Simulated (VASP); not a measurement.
# Hf8O15 (a cell with a defect) in VASP: further runs

Runs on Hf8O15 (a cell with a defect). Level: PBE. Tasks: single point, relaxation of the atoms.

Everything below comes from runs of VASP 6.6.1. Logs are shortened: lines on timing, memory, paths and dates and some standing lists are left out, and cuts for length are marked.

### Step 1. The cell of the first run

The cell holds a defect, 23 atoms: a = 7.117 Å, b = 7.117 Å, c = 7.117 Å, α = 60.00°, β = 60.00°, γ = 60.00°.

### Step 2. Single point, PBE (atoms taken out, then relaxed in part)

INCAR reads:

```
SYSTEM = Hf8O15
PREC = Accurate
ENCUT = 520
EDIFF = 1E-6
ISMEAR = -1
SIGMA = 0.01
LREAL = Auto
LASPH = .True.
NELM = 80
ALGO = Normal
ISIF = 2
LWAVE = .False.
LCHARG = .False.
GGA = PE
NBANDS = 102
NELECT = 168.0
```

KPOINTS reads:

```
regular mesh
0
Gamma
  3 3 3
  0 0 0
```

POSCAR reads:

```
Hf8O15
1.0
    0.0000000000      5.0321592200      5.0321592200
    5.0321592200      0.0000000000      5.0321592200
    5.0321592200      5.0321592200      0.0000000000
Hf O
8 15
Direct
    0.0028551468      0.0028551468      0.0028551468
    0.0028551468      0.0028551468      0.4914345597
    0.0028551468      0.4914345597      0.0028551468
   -0.0158438978      0.5052812993      0.5052812993
    0.4914345597      0.0028551468      0.0028551468
    0.5052812993     -0.0158438978      0.5052812993
    0.5052812993      0.5052812993     -0.0158438978
    0.5052812993      0.5052812993      0.5052812993
    0.3734465809      0.3734465809      0.8765534191
    0.3734465809      0.8765534191      0.3734465809
    0.3734465809      0.8765534191      0.8765534191
    0.8765534191      0.3734465809      0.3734465809
    0.8765534191      0.3734465809      0.8765534191
    0.8765534191      0.8765534191      0.3734465809
    0.8750000000      0.8750000000      0.8750000000
    0.1250000000      0.1250000000      0.1250000000
    0.1476540373      0.1476540373      0.6023459627
    0.1476540373      0.6023459627      0.1476540373
    0.1476540373      0.6023459627      0.6023459627
    0.6023459627      0.1476540373      0.1476540373
    0.6023459627      0.1476540373      0.6023459627
    0.6023459627      0.6023459627      0.1476540373
    0.6250000000      0.6250000000      0.6250000000
```

Potentials or basis: VASP PAW PBE potentials, release 64 (Hf_pv, O).

The run is started by

```bash
$ cat potpaw_PBE.64/Hf_pv/POTCAR potpaw_PBE.64/O/POTCAR > POTCAR
$ mpirun -np 1 vasp_std > vasp.out
```

OUTCAR:

```text
SYSTEM = Hf8O15
   PREC = Accurate
   ENCUT = 520
   EDIFF = 1E-6
   ISMEAR = -1
   LREAL = Auto
   LASPH = .True.
   NELM = 80
   ISIF = 2
   GGA = PE
   NELECT = 168.0

 ion  position               nearest neighbor table
   1  0.003  0.003  0.003-  16 2.13  13 2.15  14 2.15  11 2.15  15 2.23  17 2.33  18 2.33  20 2.33
                             5 3.48   2 3.48   3 3.48   6 3.56   6 3.56   7 3.56   4 3.56   7 3.56
   2  0.003  0.003  0.491-  16 2.13  12 2.15  10 2.15  14 2.15  15 2.23  17 2.33  19 2.33  21 2.33
                             5 3.48   1 3.48   3 3.48   8 3.56   4 3.56   4 3.56   6 3.56   8 3.56
   3  0.003  0.491  0.003-  16 2.13  12 2.15   9 2.15  13 2.15  15 2.23  18 2.33  19 2.33  22 2.33
                             5 3.48   1 3.48   2 3.48   8 3.56   4 3.56   4 3.56   7 3.56   8 3.56
   4  0.984  0.505  0.505-  23 2.09  19 2.10  17 2.10  18 2.10  13 2.16  14 2.16  12 2.16   7 3.41
                             8 3.41   6 3.41   2 3.56   3 3.56   1 3.56   3 3.56   1 3.56   2 3.56
   5  0.491  0.003  0.003-  16 2.13  10 2.15   9 2.15  11 2.15  15 2.23  20 2.33  21 2.33  22 2.33
                             3 3.48   1 3.48   2 3.48   8 3.56   6 3.56   6 3.56   7 3.56   8 3.56
   6  0.505  0.984  0.505-  23 2.09  21 2.10  17 2.10  20 2.10  11 2.16  14 2.16  10 2.16   7 3.41
                             8 3.41   4 3.41   5 3.56   2 3.56   1 3.56   5 3.56   1 3.56   2 3.56
   7  0.505  0.505  0.984-  23 2.09  22 2.10  18 2.10  20 2.10  11 2.16  13 2.16   9 2.16   6 3.41
                             8 3.41   4 3.41   5 3.56   3 3.56   1 3.56   5 3.56   1 3.56   3 3.56
   8  0.505  0.505  0.505-  23 2.09  21 2.10  22 2.10  19 2.10  10 2.16  12 2.16   9 2.16   6 3.41
                             7 3.41   4 3.41   3 3.56   5 3.56   2 3.56   5 3.56   2 3.56   3 3.56
   9  0.373  0.373  0.877-   3 2.15   5 2.15   8 2.16   7 2.16
  10  0.373  0.877  0.373-   2 2.15   5 2.15   8 2.16   6 2.16
  11  0.373  0.877  0.877-   1 2.15   5 2.15   6 2.16   7 2.16
  12  0.877  0.373  0.373-   2 2.15   3 2.15   8 2.16   4 2.16
  13  0.877  0.373  0.877-   1 2.15   3 2.15   4 2.16   7 2.16
  14  0.877  0.877  0.373-   1 2.15   2 2.15   4 2.16   6 2.16
  15  0.875  0.875  0.875-   2 2.23   3 2.23   5 2.23   1 2.23
  16  0.125  0.125  0.125-   1 2.13   2 2.13   3 2.13   5 2.13
  17  0.148  0.148  0.602-   4 2.10   6 2.10   2 2.33   1 2.33
  18  0.148  0.602  0.148-   4 2.10   7 2.10   3 2.33   1 2.33
  19  0.148  0.602  0.602-   4 2.10   8 2.10   2 2.33   3 2.33
  20  0.602  0.148  0.148-   6 2.10   7 2.10   5 2.33   1 2.33
  21  0.602  0.148  0.602-   6 2.10   8 2.10   2 2.33   5 2.33
  22  0.602  0.602  0.148-   7 2.10   8 2.10   3 2.33   5 2.33
  23  0.625  0.625  0.625-   8 2.09   6 2.09   7 2.09   4 2.09

  LATTYP: Found a face centered cubic cell.
 ALAT       =    10.0643184400

  Lattice vectors:

 A1 = (   0.0000000000,   5.0321592200,   5.0321592200)
 A2 = (   5.0321592200,   0.0000000000,   5.0321592200)
 A3 = (   5.0321592200,   5.0321592200,   0.0000000000)

Analysis of symmetry for initial positions (statically):
[... 164 lines left out ...]
   EFERMI_NEDOS =   21; number of points for ismear=-14 and -15
   IALGO  =     38    algorithm
   IMIX   =      4    mixing-type and parameters
     AMIX     =   0.40;   BMIX     =  1.00
     AMIX_MAG =   1.60;   BMIX_MAG =  1.00
  volume/ion in A,a.u.               =      11.08        74.78
  Fermi-wavevector in a.u.,A,eV,Ry     =   1.424777  2.692438 27.619683  2.029989
  Thomas-Fermi vector in A             =   2.545232
   LORBIT       =      0    0 simple, 1 ext, 2 COOP (PROOUT), +10 PAW based schemes
   GGA     = PE    functional components
   LHFCALC =     F    Hartree Fock is set to
   AEXX    =    0.0000 exact exchange contribution
   IVDW    =     0    specifies the selected vdW correction
   LEPSILON=     F    determine dielectric tensor
   LRPA    =     F    only Hartree local field effects (RPA)
 non-spin polarized calculation
  energy-cutoff  :      520.00
  volume of cell :      254.85
 maximum number of plane-waves:      6883
 NGX is ok and might be reduce to    54
   NGX = 27   NGY = 27   NGZ = 27

 number of electron     168.0000002 magnetization

 Free energy of the ion-electron system (eV)
  ---------------------------------------------------
  ext. energy  EPLUGINS =         0.00000000
  ---------------------------------------------------
  free energy    TOTEN  =      -245.42192922 eV

  energy without entropy =     -245.42192922  energy(sigma->0) =     -245.42192922

 E-fermi :   4.3043     XC(G=0): -11.6753

 val. band max:        3.9632493072   @ k =   0.0000   0.0000   0.0000
 cond. band min:       7.7689558911   @ k =   0.0000   0.0000   0.0000
 fundamental gap:      3.8057065839
 Fermi energy:         4.3042969549

 k-point     1 :       0.0000    0.0000    0.0000
  band No.  band energies     occupation
      1     -26.0514      2.00000
      2     -25.8517      2.00000
      3     -25.8517      2.00000
      4     -25.8500      2.00000
      5     -25.8500      2.00000
      6     -25.8500      2.00000
[... 385 lines left out ...]
     95       9.3281      0.00000
     96       9.4791      0.00000
 [bands above 96 left out]

------------------------ aborting loop because EDIFF is reached ----------------------------------------

  FORCE on cell =-STRESS in cart. coord.  units (eV):
  Direction    XX          YY          ZZ          XY          YZ          ZX
  --------------------------------------------------------------------------------------
  -------------------------------------------------------------------------------------
  Total       -8.9921847     -8.9921847     -8.9921847     -0.0000000     -0.0000000      0.0000000
  in kB      -56.5304811    -56.5304811    -56.5304811     -0.0000000     -0.0000000      0.0000000
  external PRESSURE =     -56.5304811 kB  Pullay stress =       0.0000000 kB

 VOLUME and BASIS-vectors are now :
 -----------------------------------------------------------------------------
  energy-cutoff  :      520.00
  volume of cell :      254.85
      direct lattice vectors                 reciprocal lattice vectors
     0.000000000  5.032159220  5.032159220    -0.099360926  0.099360926  0.099360926
     5.032159220  0.000000000  5.032159220     0.099360926 -0.099360926  0.099360926
     5.032159220  5.032159220  0.000000000     0.099360926  0.099360926 -0.099360926

 POSITION                                       TOTAL-FORCE (eV/Angst)
 -----------------------------------------------------------------------------------
      0.02874      0.02874      0.02874         0.069768      0.069768      0.069768
      2.48734      2.48734      0.02874        -0.069768     -0.069768      0.069768
      2.48734      0.02874      2.48734        -0.069768      0.069768     -0.069768
      5.08531      7.49509      7.49509         0.046292     -0.046292     -0.046292
      0.02874      2.48734      2.48734         0.069768     -0.069768     -0.069768
      7.49509      5.08531      7.49509        -0.046292      0.046292     -0.046292
[... 15 lines left out ...]
      3.77412      3.77412      6.06220        -0.000000     -0.000000     -0.031542
      6.29020      6.29020      6.29020        -0.000000     -0.000000     -0.000000
 -----------------------------------------------------------------------------------
    total drift:                                0.000005      0.000005      0.000005

  FREE ENERGIE OF THE ION-ELECTRON SYSTEM (eV)
  ---------------------------------------------------
  free  energy   TOTEN  =      -245.4219292163 eV

  energy  without entropy=     -245.4219292163  energy(sigma->0) =     -245.42192922
```

OSZICAR:

```text
N       E                     dE             d eps       ncg     rms          rms(c)
DAV:   1     0.113861595486E+04    0.11386E+04   -0.95157E+04   816   0.165E+03
DAV:   2    -0.205712996769E+03   -0.13443E+04   -0.13001E+04  1008   0.436E+02
DAV:   3    -0.286446260081E+03   -0.80733E+02   -0.80284E+02   936   0.964E+01
DAV:   4    -0.287824767540E+03   -0.13785E+01   -0.13740E+01   976   0.134E+01
DAV:   5    -0.287849740029E+03   -0.24972E-01   -0.24941E-01   938   0.165E+00    0.142E+02
DAV:   6    -0.246088886447E+03    0.41761E+02   -0.21674E+02   896   0.435E+01    0.120E+02
DAV:   7    -0.245520232436E+03    0.56865E+00   -0.11774E+01   952   0.125E+01    0.715E+01
DAV:   8    -0.245497112787E+03    0.23120E-01   -0.12487E+00   968   0.452E+00    0.141E+01
DAV:   9    -0.245421955504E+03    0.75157E-01   -0.25047E-01   888   0.198E+00    0.529E+00
DAV:  10    -0.245424118399E+03   -0.21629E-02   -0.76240E-02   952   0.924E-01    0.185E+00
DAV:  11    -0.245421631402E+03    0.24870E-02   -0.13557E-02   928   0.415E-01    0.494E-01
DAV:  12    -0.245421827491E+03   -0.19609E-03   -0.93590E-04   984   0.105E-01    0.345E-01
DAV:  13    -0.245421912204E+03   -0.84713E-04   -0.36438E-04   992   0.611E-02    0.188E-01
DAV:  14    -0.245421920566E+03   -0.83619E-05   -0.11282E-04  1080   0.424E-02    0.328E-02
DAV:  15    -0.245421926577E+03   -0.60112E-05   -0.19641E-05   936   0.152E-02    0.250E-02
DAV:  16    -0.245421928503E+03   -0.19255E-05   -0.52777E-06   848   0.813E-03    0.173E-02
DAV:  17    -0.245421929216E+03   -0.71358E-06   -0.12159E-06   616   0.438E-03
   1 F= -.24542193E+03 E0= -.24542193E+03  d E =-.194343E-15
```

Run time: 16 min. Hardware: 1 thread of Intel Xeon 8259CL, shared host; peak memory 0.42 GiB.

Results:

```
Free energy   : -245.4219 eV
Largest force : 0.121 eV/Å
```

Forces in eV/Å, atoms in the order of the input:
```
Hf   0.070  0.070  0.070
Hf  -0.070 -0.070  0.070
Hf  -0.070  0.070 -0.070
Hf   0.046 -0.046 -0.046
Hf   0.070 -0.070 -0.070
Hf  -0.046  0.046 -0.046
Hf  -0.046 -0.046  0.046
Hf   0.046  0.046  0.046
O    0.000  0.000  0.016
O    0.000  0.016  0.000
O   -0.016  0.000  0.000
O    0.016  0.000  0.000
O    0.000 -0.016  0.000
O    0.000  0.000 -0.016
O    0.000  0.000  0.000
O    0.000  0.000  0.000
O    0.000  0.000  0.032
O    0.000  0.032  0.000
O   -0.032  0.000  0.000
O    0.032  0.000  0.000
O    0.000 -0.032  0.000
O    0.000  0.000 -0.032
O    0.000  0.000  0.000
```

Levels at points of the mesh, in eV from the Fermi level:
| k point | band 80 | band 81 | band 82 | band 83 | band 84 | band 85 | band 86 | band 87 | band 88 | band 89 |
| --- | --- | --- | --- | --- | --- | --- | --- | --- | --- | --- |
| (0.00, 0.00, 0.00) | -1.26 | -1.26 | -0.34 | -0.34 | -0.34 | 3.46 | 3.87 | 3.87 | 3.87 | 3.97 |

Caveat: the cell carries a net charge on a neutralising background, which shifts energy and pressure; the cell differs from its parent crystal (atoms taken out, then relaxed in part); the cell is charged against a uniform background, so pressure and absolute levels hang on convention; spin-orbit coupling is left out, which moves the levels of the heavy elements.

### Step 3. Relaxation of the atoms, PBE (atoms taken out)

INCAR reads:

```
PREC = Accurate ; ENCUT = 520
EDIFF = 1E-6 ; ISMEAR = -1
SIGMA = 0.01 ; LREAL = Auto
LASPH = T ; NELM = 60
ALGO = Normal ; ISIF = 2
LWAVE = F ; LCHARG = F
GGA = PE ; IBRION = 2
NSW = 60 ; EDIFFG = -0.03
NELECT = 168.0
```

KPOINTS reads:

```
Automatic mesh
0
Gamma
  3 3 3
```

POSCAR reads:

```
Hf8O15
1.0
    0.0000000000      5.0321592200      5.0321592200
    5.0321592200      0.0000000000      5.0321592200
    5.0321592200      5.0321592200      0.0000000000
Hf O
8 15
Direct
    0.0000000000      0.0000000000      0.0000000000
    0.0000000000      0.0000000000      0.5000000000
    0.0000000000      0.5000000000      0.0000000000
    0.0000000000      0.5000000000      0.5000000000
    0.5000000000      0.0000000000      0.0000000000
    0.5000000000      0.0000000000      0.5000000000
    0.5000000000      0.5000000000      0.0000000000
    0.5000000000      0.5000000000      0.5000000000
    0.3750000000      0.3750000000      0.8750000000
    0.3750000000      0.8750000000      0.3750000000
    0.3750000000      0.8750000000      0.8750000000
    0.8750000000      0.3750000000      0.3750000000
    0.8750000000      0.3750000000      0.8750000000
    0.8750000000      0.8750000000      0.3750000000
    0.8750000000      0.8750000000      0.8750000000
    0.1250000000      0.1250000000      0.1250000000
    0.1250000000      0.1250000000      0.6250000000
    0.1250000000      0.6250000000      0.1250000000
    0.1250000000      0.6250000000      0.6250000000
    0.6250000000      0.1250000000      0.1250000000
    0.6250000000      0.1250000000      0.6250000000
    0.6250000000      0.6250000000      0.1250000000
    0.6250000000      0.6250000000      0.6250000000
```

Potentials or basis: VASP PAW PBE potentials, release 64 (Hf_pv, O).

The run is started by

```bash
$ cat potpaw_PBE.64/Hf_pv/POTCAR potpaw_PBE.64/O/POTCAR > POTCAR
$ mpirun -np 1 vasp_std > vasp.out
```

Wall time 36 min (1 thread of Intel Xeon Platinum 8175M at 2.50GHz (Skylake/Cascade Lake), shared host); peak memory 0.47 GiB.

The run converged. Its results:

```yaml
Free_energy: -245.4234 eV
Energy_gained_by_relaxing: 110.8 meV/atom
Ionic_steps: 11
Largest_force_after_relaxing: 0.015 eV/Å
```

Forces in eV/Å, atoms in the order of the input:
```
Hf   0.009  0.009  0.009
Hf  -0.009 -0.009  0.009
Hf  -0.009  0.009 -0.009
Hf  -0.003  0.003  0.003
Hf   0.009 -0.009 -0.009
Hf   0.003 -0.003  0.003
Hf   0.003  0.003 -0.003
Hf  -0.003 -0.003 -0.003
O    0.000  0.000 -0.003
O    0.000 -0.003  0.000
O    0.003  0.000  0.000
O   -0.003  0.000  0.000
O    0.000  0.003  0.000
O    0.000  0.000  0.003
O    0.000  0.000  0.000
O    0.000  0.000  0.000
O    0.000  0.000 -0.009
O    0.000 -0.009  0.000
O    0.009  0.000  0.000
O   -0.009  0.000  0.000
O    0.000  0.009  0.000
O    0.000  0.000  0.009
O    0.000  0.000  0.000
```

The path:
```
step  energy change (eV)  largest force (eV/Å)  pressure (GPa)
   1              0.0000                3.9365           -7.70
   2             -1.5106                3.8256           -3.97
   3             -1.8769                1.3659           -5.62
   4             -2.3517                0.8138           -6.03
   5             -2.3609                1.0664           -6.03
   6             -2.5067                0.4791           -5.64
   7             -2.5070                0.4840           -5.61
   8             -2.5470                0.1170           -5.49
   9             -2.5470                0.1132           -5.50
  10             -2.5469                0.1089           -5.56
  11             -2.5478                0.0148           -5.53
```

Final structure:
```xyz
23
Lattice="0.0000 5.0322 5.0322 5.0322 0.0000 5.0322 5.0322 5.0322 0.0000" Properties=species:S:1:pos:R:3 pbc="T T T"
Hf    0.0306    0.0306    0.0306
Hf    2.4855    2.4855    0.0306
Hf    2.4855    0.0306    2.4855
Hf    5.0861    7.4943    7.4943
Hf    0.0306    2.4855    2.4855
Hf    7.4943    5.0861    7.4943
Hf    7.4943    7.4943    5.0861
Hf    5.0861    5.0861    5.0861
O     6.2902    6.2902    3.7583
O     6.2902    3.7583    6.2902
O     8.8221    6.2902    6.2902
O     3.7583    6.2902    6.2902
O     6.2902    8.8221    6.2902
O     6.2902    6.2902    8.8221
O     8.8063    8.8063    8.8063
O     1.2580    1.2580    1.2580
O     3.7741    3.7741    1.4911
O     3.7741    1.4911    3.7741
O     6.0572    3.7741    3.7741
O     1.4911    3.7741    3.7741
O     3.7741    6.0572    3.7741
O     3.7741    3.7741    6.0572
O     6.2902    6.2902    6.2902
```

Levels at points of the mesh, in eV from the Fermi level:
| k point | band 81 | band 82 | band 83 | band 84 | band 85 | band 86 | band 87 | band 88 |
| --- | --- | --- | --- | --- | --- | --- | --- | --- |
| (0.00, 0.00, 0.00) | -1.23 | -0.32 | -0.32 | -0.32 | 3.54 | 3.89 | 3.89 | 3.89 |

Caveat: the cell carries a net charge on a neutralising background, which shifts energy and pressure; the cell differs from its parent crystal (atoms taken out); the cell is charged against a uniform background, so pressure and absolute levels hang on convention; spin-orbit coupling is left out, which moves the levels of the heavy elements.
